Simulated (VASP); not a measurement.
# ZnReH (P-6m2) in VASP: single point with PBE

Aim: the single point of ZnReH with PBE.

Program: VASP 6.6.1. These are calculated values, not measurements. Logs are shortened: lines on timing, memory, paths and dates and some standing lists are left out, and cuts for length are marked.

## 1. The cell of the first run

It takes space group P-6m2 (No. 187, hexagonal). The conventional cell has a = 3.340 Å, b = 3.340 Å, c = 3.405 Å, α = 90.00°, β = 90.00°, γ = 120.00°. Within 2.6 Å of Zn (site symmetry -6m2) lie 3 H at 1.93 Å and 6 Re at 2.57 Å. Re (site symmetry -6m2) has 6 H at 2.57 Å and 6 Zn at 2.57 Å and 6 Re at 3.34 Å within 3.4 Å. Within 2.6 Å of H (site symmetry -6m2) lie 3 Zn at 1.93 Å and 6 Re at 2.57 Å.

## 2. Single point, PBE

INCAR reads:

```
SYSTEM = ZnReH
PREC = Accurate ; ENCUT = 520
EDIFF = 1E-6 ; ISMEAR = 0
SIGMA = 0.1 ; LREAL = .False.
LASPH = .True. ; NELM = 80
ALGO = Normal ; ISIF = 2
LWAVE = .False. ; LCHARG = .True.
GGA = PE ; LELF = .True.
LVHAR = .True. ; NBANDS = 17
```

KPOINTS reads:

```
regular mesh
0
Gamma
  6 6 6
  0 0 0
```

POSCAR reads:

```
ZnReH
1.0
    3.3401895500      0.0000000000      0.0000000000
   -1.6700947700      2.8926890000      0.0000000000
    0.0000000000      0.0000000000      3.4050797600
Zn Re H
1 1 1
Direct
    0.0000000000      0.0000000000      0.0000000000
    0.6666666700      0.3333333300      0.5000000000
    0.3333333300      0.6666666700      0.0000000000
```

Potentials or basis: VASP PAW PBE potentials, release 64 (Zn, Re, H).

On the command line:

```sh
$ cat potpaw_PBE.64/Zn/POTCAR potpaw_PBE.64/Re/POTCAR potpaw_PBE.64/H/POTCAR > POTCAR
$ mpirun -np 1 vasp_std > vasp.out
```

OUTCAR:

```text
SYSTEM = ZnReH
   PREC = Accurate
   ENCUT = 520
   EDIFF = 1E-6
   ISMEAR = 0
   LREAL = .False.
   LASPH = .True.
   NELM = 80
   ISIF = 2
   GGA = PE

 ion  position               nearest neighbor table
   1  0.000  0.000  0.000-   3 1.93   3 1.93   3 1.93   2 2.57   2 2.57   2 2.57   2 2.57   2 2.57
                             2 2.57
   2  0.667  0.333  0.500-   1 2.57   1 2.57   1 2.57   1 2.57   1 2.57   1 2.57
   3  0.333  0.667  0.000-   1 1.93   1 1.93   1 1.93

  LATTYP: Found a hexagonal cell.
 ALAT       =     3.3401895500
 C/A-ratio  =     1.0194271041

  Lattice vectors:

 A1 = (   3.3401895500,   0.0000000000,   0.0000000000)
 A2 = (  -1.6700947700,   2.8926890000,   0.0000000000)
 A3 = (   0.0000000000,   0.0000000000,   3.4050797600)

Analysis of symmetry for initial positions (statically):
=====================================================================
 Subroutine PRICEL returns:
 Original cell was already a primitive cell.

 Routine SETGRP: Setting up the symmetry group for a
 hexagonal supercell.

 Subroutine GETGRP returns: Found 12 space group operations
 (whereof 12 operations were pure point group operations)
 out of a pool of 24 trial point group operations.

The static configuration has the point symmetry D_3h.

Analysis of symmetry for dynamics (positions and initial velocities):
=====================================================================
 Subroutine PRICEL returns:
 Original cell was already a primitive cell.

 Routine SETGRP: Setting up the symmetry group for a
 hexagonal supercell.

 Subroutine GETGRP returns: Found 12 space group operations
 (whereof 12 operations were pure point group operations)
 out of a pool of 24 trial point group operations.

The dynamic configuration has the point symmetry D_3h.

 Subroutine INISYM returns: Found 12 space group operations
 (whereof 12 operations are pure point group operations),
 and found     1 'primitive' translations

----------------------------------------------------------------------------------------

                                     Primitive cell

  volume of cell :      32.9003

  direct lattice vectors                    reciprocal lattice vectors
     3.340189550  0.000000000  0.000000000     0.299384207  0.172849552  0.000000000
    -1.670094770  2.892689000  0.000000000     0.000000000  0.345699106  0.000000000
     0.000000000  0.000000000  3.405079760     0.000000000  0.000000000  0.293678877

  length of vectors
     3.340189550  3.340189544  3.405079760     0.345699105  0.345699106  0.293678877

  position of ions in fractional coordinates (direct lattice)
     0.000000000  0.000000000  0.000000000
     0.666666670  0.333333330  0.500000000
     0.333333330  0.666666670  0.000000000

  ion indices of the primitive-cell ions
   primitive index   ion index
                 1           1
                 2           2
                 3           3

----------------------------------------------------------------------------------------

 KPOINTS: regular mesh

Automatic generation of k-mesh.
 Grid dimensions read from file:
 generate k-points for:    6    6    6

 Generating k-lattice:

  Cartesian coordinates                     Fractional coordinates (reciprocal lattice)
     0.049897368  0.028808259  0.000000000     0.166666667  0.000000000  0.000000000
     0.000000000  0.057616518  0.000000000     0.000000000  0.166666667  0.000000000
     0.000000000  0.000000000  0.048946479     0.000000000  0.000000000  0.166666667

  Length of vectors
     0.057616517  0.057616518  0.048946479

  Shift w.r.t. Gamma in fractional coordinates (k-lattice)
     0.000000000  0.000000000  0.000000000

 Subroutine IBZKPT returns following result:
 ===========================================

 Found     28 irreducible k-points:

 Following reciprocal coordinates:
            Coordinates               Weight
  0.000000  0.000000  0.000000      1.000000
  0.166667  0.000000  0.000000      6.000000
  0.333333  0.000000  0.000000      6.000000
  0.500000 -0.000000  0.000000      3.000000
  0.166667  0.166667  0.000000      6.000000
  0.333333  0.166667  0.000000     12.000000
[... 16 lines left out ...]
  0.166667  0.000000  0.500000      6.000000
  0.333333  0.000000  0.500000      6.000000
 [... further k-points ...]
   k-points           NKPTS =     28   k-points in BZ     NKDIM =     28   number of bands    NBANDS=     17
   number of dos      NEDOS =    301   number of ions     NIONS =      3
   total plane-waves  NPLWV =  21952
   dimension x,y,z NGX =    28 NGY =   28 NGZ =   28
   dimension x,y,z NGXF=    56 NGYF=   56 NGZF=   56
   ions per type =               1   1   1
   NGX,Y,Z   is equivalent  to a cutoff of  13.94, 13.94, 13.67 a.u.
   NGXF,Y,Z  is equivalent  to a cutoff of  27.87, 27.87, 27.34 a.u.
 SYSTEM =  ZnReH
   PREC   = accura    normal or accurate (medium, high low for compatibility)
   ISTART =      0    job   : 0-new  1-cont  2-samecut
   ICHARG =      2    charge: 1-file 2-atom 10-const
   ISPIN  =      1    spin polarized calculation?
   LNONCOLLINEAR =      F non collinear calculations
   LSORBIT =      F    spin-orbit coupling
   LASPH  =      T    aspherical Exc in radial PAW
   ENCUT  =  520.0 eV  38.22 Ry    6.18 a.u.   6.21  6.21  6.33*2*pi/ulx,y,z
   NELM   =     80;   NELMIN=  2; NELMDL= -5     # of ELM steps
   EDIFF  = 0.1E-05   stopping-criterion for ELM
   LREAL  =      F    real-space projection
   EDIFFG = 0.1E-04   stopping-criterion for IOM
   NSW    =      0    number of steps for IOM
   IBRION =     -1    ionic relax: 0-MD 1-quasi-New 2-CG
   NFREE  =      0    steps in history (QN), initial steepest desc. (CG)
   ISIF   =      2    stress and relaxation
   ISYM   =      2    0-nonsym 1-usesym 2-fastsym
   POTIM  = 0.5000    time-step for ionic-motion
   TEBEG  =    0.0;   TEEND  =   0.0 temperature during run
   PSTRESS=    0.0 pullay stress
   NELECT =      20.0000    total number of electrons
   NUPDOWN=      -1.0000    fix difference up-down
   EMIN   =  10.00;   EMAX   =-10.00  energy-range for DOS
   EFERMI =   0.00;   METHOD = LEGACY
   ISMEAR =     0;   SIGMA  =   0.10  broadening in eV -4-tet -1-fermi 0-gaus
   EFERMI_NEDOS =   21; number of points for ismear=-14 and -15
   IALGO  =     38    algorithm
   IMIX   =      4    mixing-type and parameters
     AMIX     =   0.40;   BMIX     =  1.00
     AMIX_MAG =   1.60;   BMIX_MAG =  1.00
  volume/ion in A,a.u.               =      10.97        74.01
  Fermi-wavevector in a.u.,A,eV,Ry     =   1.386814  2.620698 26.167434  1.923252
  Thomas-Fermi vector in A             =   2.511094
   LORBIT       =      0    0 simple, 1 ext, 2 COOP (PROOUT), +10 PAW based schemes
   GGA     = PE    functional components
   LHFCALC =     F    Hartree Fock is set to
   AEXX    =    0.0000 exact exchange contribution
   IVDW    =     0    specifies the selected vdW correction
   LEPSILON=     F    determine dielectric tensor
   LRPA    =     F    only Hartree local field effects (RPA)
 non-spin polarized calculation
 Gauss-broadening in eV      SIGMA  =   0.10
  energy-cutoff  :      520.00
  volume of cell :       32.90
 maximum number of plane-waves:       912
 NGX is ok and might be reduce to    28
   NGX = 13   NGY = 13   NGZ = 13

 number of electron      20.0000003 magnetization

 Free energy of the ion-electron system (eV)
  ---------------------------------------------------
  ext. energy  EPLUGINS =         0.00000000
  ---------------------------------------------------
  free energy    TOTEN  =       -13.94831087 eV

  energy without entropy =      -13.94449312  energy(sigma->0) =      -13.94640199

 E-fermi :   5.0518     XC(G=0): -12.5389

 val. band max:        5.0476881269   @ k =   0.5000  -0.0000   0.5000
 cond. band min:       5.1445539505   @ k =   0.3333   0.1667   0.0000
 fundamental gap:      0.0968658236
 Fermi energy:         5.0517723224

 k-point     1 :       0.0000    0.0000    0.0000
  band No.  band energies     occupation
      1      -6.1563      2.00000
      2      -2.8710      2.00000
      3      -2.3481      2.00000
      4      -2.3481      2.00000
      5      -2.2626      2.00000
      6      -2.2626      2.00000
[... 9 lines left out ...]
     16      15.3002      0.00000
     17      17.4125      0.00000

 k-point     2 :       0.1667    0.0000    0.0000
  band No.  band energies     occupation
      1      -5.6027      2.00000
      2      -2.7847      2.00000
      3      -2.4655      2.00000
      4      -2.2989      2.00000
      5      -2.2814      2.00000
      6      -2.2792      2.00000
[... 9 lines left out ...]
     16      16.4220      0.00000
     17      19.4837      0.00000

 k-point     3 :       0.3333    0.0000    0.0000
  band No.  band energies     occupation
      1      -4.1754      2.00000
      2      -2.7241      2.00000
      3      -2.5080      2.00000
      4      -2.3708      2.00000
      5      -2.3336      2.00000
      6      -2.1389      2.00000
[... 9 lines left out ...]
     16      16.2208      0.00000
     17      19.2543      0.00000

 k-point     4 :       0.5000   -0.0000    0.0000
  band No.  band energies     occupation
      1      -3.4222      2.00000
      2      -2.5646      2.00000
      3      -2.4064      2.00000
      4      -2.3673      2.00000
      5      -2.0674      2.00000
      6      -1.9121      2.00000
[... 9 lines left out ...]
     16      15.0841      0.00000
     17      19.1326      0.00000
[... 343 lines left out ...]
      1      -4.0464      2.00000
      2      -2.5313      2.00000
      3      -2.5313      2.00000
      4      -2.4215      2.00000
      5      -2.4215      2.00000
      6      -1.4978      2.00000
[... 9 lines left out ...]
     16      15.6937      0.00000
     17      18.4929      0.00000

 k-point    23 :       0.1667    0.0000    0.5000
  band No.  band energies     occupation
      1      -3.8899      2.00000
      2      -2.5590      2.00000
      3      -2.4650      2.00000
      4      -2.4326      2.00000
      5      -2.3831      2.00000
      6      -1.4865      2.00000
[... 9 lines left out ...]
     16      16.2330      0.00000
     17      18.7191      0.00000

 k-point    24 :       0.3333    0.0000    0.5000
  band No.  band energies     occupation
      1      -3.5925      2.00000
      2      -2.6540      2.00000
      3      -2.3128      2.00000
      4      -2.2132      2.00000
      5      -2.1932      2.00000
      6      -1.4322      2.00000
[... 9 lines left out ...]
     16      15.5662      0.00000
     17      16.9410      0.00000

 [... further k-points ...]

------------------------ aborting loop because EDIFF is reached ----------------------------------------

  FORCE on cell =-STRESS in cart. coord.  units (eV):
  Direction    XX          YY          ZZ          XY          YZ          ZX
  --------------------------------------------------------------------------------------
  -------------------------------------------------------------------------------------
  Total       -1.2221944     -1.2221944      0.1567712     -0.0000000     -0.0000000      0.0000000
  in kB      -59.5183281    -59.5183279      7.6344323     -0.0000001     -0.0000000      0.0000000
  external PRESSURE =     -37.1340746 kB  Pullay stress =       0.0000000 kB

 VOLUME and BASIS-vectors are now :
 -----------------------------------------------------------------------------
  energy-cutoff  :      520.00
  volume of cell :       32.90
      direct lattice vectors                 reciprocal lattice vectors
     3.340189550  0.000000000  0.000000000     0.299384207  0.172849552  0.000000000
    -1.670094770  2.892689000  0.000000000     0.000000000  0.345699106  0.000000000
     0.000000000  0.000000000  3.405079760     0.000000000  0.000000000  0.293678877

 POSITION                                       TOTAL-FORCE (eV/Angst)
 -----------------------------------------------------------------------------------
      0.00000      0.00000      0.00000         0.000000      0.000000      0.000000
      1.67009      0.96423      1.70254        -0.000000      0.000000      0.000000
     -0.00000      1.92846      0.00000         0.000000     -0.000000      0.000000
 -----------------------------------------------------------------------------------
    total drift:                               -0.000001      0.000000     -0.000000

  FREE ENERGIE OF THE ION-ELECTRON SYSTEM (eV)
  ---------------------------------------------------
  free  energy   TOTEN  =       -13.9483108740 eV

  energy  without entropy=      -13.9444931157  energy(sigma->0) =      -13.94640199
```

It took 9.8 s on 1 thread of Intel Xeon 6975P-C (Granite Rapids), shared host; peak memory 0.17 GiB.

Results:

| Property | Result |
| --- | --- |
| Free energy | -13.9483 eV |
| Pressure | -3.7 GPa |
| Band gap on the k mesh | zero (band 10 reaches 5.54 eV, above the bottom of band 11 at 4.58 eV) |

Stress tensor (GPa, compression positive):
```
-5.95  0.00  0.00
 0.00 -5.95  0.00
 0.00  0.00  0.76
```

Caveat: the k points lie up to 0.36 Å⁻¹ apart; spin-orbit coupling is left out, which moves the levels of the heavy elements.
